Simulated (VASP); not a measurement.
# WS2 in VASP: notebook, part 2 of 2

VASP 6.6.1.

### 3 Single point, PBE, collinear spin, ferromagnetic start (volume scaled by 1.020)

Contents of INCAR:

```
SYSTEM = WS2
PREC = Accurate ; ENCUT = 520
EDIFF = 1E-6 ; ISMEAR = 0
SIGMA = 0.05 ; LREAL = .FALSE.
LASPH = .TRUE. ; NELM = 150
ALGO = Normal ; ISIF = 2
LWAVE = .FALSE. ; LCHARG = .FALSE.
ISPIN = 2 ; MAGMOM = 0.05 0.05 0 0 0 0
LORBIT = 11 ; LMAXMIX = 4
GGA = PE ; NBANDS = 39
```

Contents of KPOINTS:

```
Automatic mesh
0
G
  10 10 2
  0 0 0
```

Contents of POSCAR:

```
WS2
1.0
    3.1884935791      0.0000000001      0.0000000000
   -1.5942467896      2.7613164392      0.0000000000
    0.0000000000      0.0000000000     15.1479377563
W S
2 4
Direct
    0.3333333333      0.6666666667      0.2500000000
    0.6666666667      0.3333333333      0.7500000000
    0.3333333333      0.6666666667      0.6462967477
    0.6666666667      0.3333333333      0.1462967477
    0.3333333333      0.6666666667      0.8537032523
    0.6666666667      0.3333333333      0.3537032523
```

Potentials or basis: VASP PAW PBE potentials, release 64 (W_sv, S).

The run is started by

```
cat potpaw_PBE.64/W_sv/POTCAR potpaw_PBE.64/S/POTCAR > POTCAR
mpirun -np 1 vasp_std > vasp.out
```

OUTCAR:

```text
SYSTEM = WS2
   PREC = Accurate
   ENCUT = 520
   EDIFF = 1E-6
   ISMEAR = 0
   LREAL = .FALSE.
   LASPH = .TRUE.
   NELM = 150
   ISIF = 2
   ISPIN = 2
   LORBIT = 11
   GGA = PE

 ion  position               nearest neighbor table
   1  0.333  0.667  0.250-   4 2.42   6 2.42   4 2.42   6 2.42   4 2.42   6 2.42
   2  0.667  0.333  0.750-   3 2.42   5 2.42   3 2.42   5 2.42   3 2.42   5 2.42
   3  0.333  0.667  0.646-   2 2.42   2 2.42   2 2.42
   4  0.667  0.333  0.146-   1 2.42   1 2.42   1 2.42
   5  0.333  0.667  0.854-   2 2.42   2 2.42   2 2.42
   6  0.667  0.333  0.354-   1 2.42   1 2.42   1 2.42

  LATTYP: Found a hexagonal cell.
 ALAT       =     3.1884935791
 C/A-ratio  =     4.7508133169

  Lattice vectors:

 A1 = (   3.1884935791,   0.0000000001,   0.0000000000)
 A2 = (  -1.5942467896,   2.7613164392,   0.0000000000)
 A3 = (   0.0000000000,   0.0000000000,  15.1479377563)

Analysis of symmetry for initial positions (statically):
=====================================================================
 Subroutine PRICEL returns:
 Original cell was already a primitive cell.

[... 2186 lines left out ...]
  Total       -0.0811726     -0.0811726     -0.0615050     -0.0000000      0.0000000      0.0000000
  in kB       -0.9751356     -0.9751356     -0.7388662     -0.0000000      0.0000000      0.0000000
  external PRESSURE =      -0.8963791 kB  Pullay stress =       0.0000000 kB

 VOLUME and BASIS-vectors are now :
 -----------------------------------------------------------------------------
  energy-cutoff  :      520.00
  volume of cell :      133.37
      direct lattice vectors                 reciprocal lattice vectors
     3.188493579  0.000000000  0.000000000     0.313627729  0.181073054  0.000000000
    -1.594246790  2.761316439  0.000000000    -0.000000000  0.362146107  0.000000000
     0.000000000  0.000000000 15.147937756     0.000000000  0.000000000  0.066015587

 POSITION                                       TOTAL-FORCE (eV/Angst)
 -----------------------------------------------------------------------------------
     -0.00000      1.84088      3.78698         0.000000     -0.000000      0.000000
      1.59425      0.92044     11.36095        -0.000000     -0.000000      0.000000
     -0.00000      1.84088      9.79006        -0.000000     -0.000000     -0.002714
      1.59425      0.92044      2.21609        -0.000000      0.000000     -0.002714
     -0.00000      1.84088     12.93184         0.000000     -0.000000      0.002714
      1.59425      0.92044      5.35787         0.000000      0.000000      0.002714
 -----------------------------------------------------------------------------------
    total drift:                               -0.000000      0.000000     -0.000000

  FREE ENERGIE OF THE ION-ELECTRON SYSTEM (eV)
  ---------------------------------------------------
  free  energy   TOTEN  =       -47.3637956445 eV

  energy  without entropy=      -47.3637956445  energy(sigma->0) =      -47.36379564

 total charge

# of ion       s       p       d       tot
------------------------------------------
    1        2.317   6.320   3.356  11.992
    2        2.317   6.320   3.356  11.992
    3        1.358   2.359   0.000   3.717
    4        1.358   2.359   0.000   3.717
    5        1.358   2.359   0.000   3.717
    6        1.358   2.359   0.000   3.717
--------------------------------------------------
tot         10.066  22.077   6.711  38.854

 magnetization (x)

# of ion       s       p       d       tot
------------------------------------------
    1        0.000   0.000  -0.000  -0.000
    2        0.000   0.000  -0.000  -0.000
    3       -0.000  -0.000   0.000  -0.000
    4       -0.000  -0.000   0.000  -0.000
    5       -0.000  -0.000   0.000  -0.000
    6       -0.000  -0.000   0.000  -0.000
--------------------------------------------------
tot         -0.000  -0.000  -0.000  -0.000
```

OSZICAR:

```text
N       E                     dE             d eps       ncg     rms          rms(c)
DAV:   1     0.498593957392E+03    0.49859E+03   -0.27461E+04  4808   0.127E+03
DAV:   2    -0.184915757767E+02   -0.51709E+03   -0.49510E+03  5090   0.359E+02
DAV:   3    -0.494221978120E+02   -0.30931E+02   -0.30385E+02  5523   0.865E+01
DAV:   4    -0.501734434859E+02   -0.75125E+00   -0.74982E+00  5302   0.143E+01
DAV:   5    -0.501922537213E+02   -0.18810E-01   -0.18808E-01  5456   0.237E+00    0.368E+01
DAV:   6    -0.477386874222E+02    0.24536E+01   -0.75762E+00  4941   0.177E+01    0.155E+01
DAV:   7    -0.475037339206E+02    0.23495E+00   -0.19335E+00  4858   0.759E+00    0.674E+00
DAV:   8    -0.473641589475E+02    0.13957E+00   -0.34053E-01  5268   0.389E+00    0.179E+00
DAV:   9    -0.473660493075E+02   -0.18904E-02   -0.44342E-02  5210   0.974E-01    0.108E+00
DAV:  10    -0.473638380882E+02    0.22112E-02   -0.13770E-02  5162   0.693E-01    0.184E-01
DAV:  11    -0.473638105047E+02    0.27583E-04   -0.12415E-03  5145   0.163E-01    0.112E-01
DAV:  12    -0.473637392508E+02    0.71254E-04   -0.33983E-04  5405   0.861E-02    0.743E-02
DAV:  13    -0.473637849136E+02   -0.45663E-04   -0.68768E-05  4685   0.449E-02    0.263E-02
DAV:  14    -0.473637935898E+02   -0.86762E-05   -0.34718E-05  4840   0.293E-02    0.568E-03
DAV:  15    -0.473637951046E+02   -0.15148E-05   -0.32656E-06  4792   0.830E-03    0.609E-03
DAV:  16    -0.473637956445E+02   -0.53989E-06   -0.11111E-06  3734   0.560E-03
   1 F= -.47363796E+02 E0= -.47363796E+02  d E =-.161782E-17  mag=     0.0003
```

Run time: 2 min. Hardware: 1 thread of Intel Xeon 6975P-C (Granite Rapids), shared host; peak memory 0.42 GiB.

Results:

```yaml
Free_energy: -47.3638 eV
Pressure: -0.1 GPa
Band_gap_on_the_k_mesh: 1.83 eV, indirect (least direct gap 2.14 eV)
Net_moment: 0.00 μB per cell
Valence_electrons_inside_the_program's_atomic_spheres: W 11.99; S 3.72
```

Forces in eV/Å, atoms in the order of the input:
```
W    0.000  0.000  0.000
W    0.000  0.000  0.000
S    0.000  0.000 -0.003
S    0.000  0.000 -0.003
S    0.000  0.000  0.003
S    0.000  0.000  0.003
```

Levels at points of the mesh, in eV from the valence-band top:
Spin up:
```
           k point  band 23  band 24  band 25  band 26  band 27  band 28  band 29  band 30
(0.00, 0.00, 0.00)    -1.76    -1.76    -0.36     0.00     2.72     2.72     2.72     2.72
(0.50, 0.00, 0.00)    -1.43    -1.42    -1.08    -1.07     2.68     2.69     3.11     3.16
(0.00, 0.00, 0.50)    -1.76    -1.76    -0.16    -0.16     2.72     2.72     2.72     2.72
(0.50, 0.00, 0.50)    -1.42    -1.42    -1.07    -1.07     2.69     2.69     3.13     3.13
```
Spin down:
```tsv
k point	band 23	band 24	band 25	band 26	band 27	band 28	band 29	band 30
(0.00, 0.00, 0.00)	-1.76	-1.76	-0.36	0.00	2.72	2.72	2.72	2.72
(0.50, 0.00, 0.00)	-1.43	-1.42	-1.08	-1.07	2.68	2.69	3.11	3.16
(0.00, 0.00, 0.50)	-1.76	-1.76	-0.16	-0.16	2.72	2.72	2.72	2.72
(0.50, 0.00, 0.50)	-1.42	-1.42	-1.07	-1.07	2.69	2.69	3.13	3.13
```

Caveat: spin-orbit coupling is left out, which moves the levels of the heavy elements; this functional lacks dispersion, which binds the layers, so the pressure and a relaxed spacing across them are unreliable. A k mesh can miss the band edges.
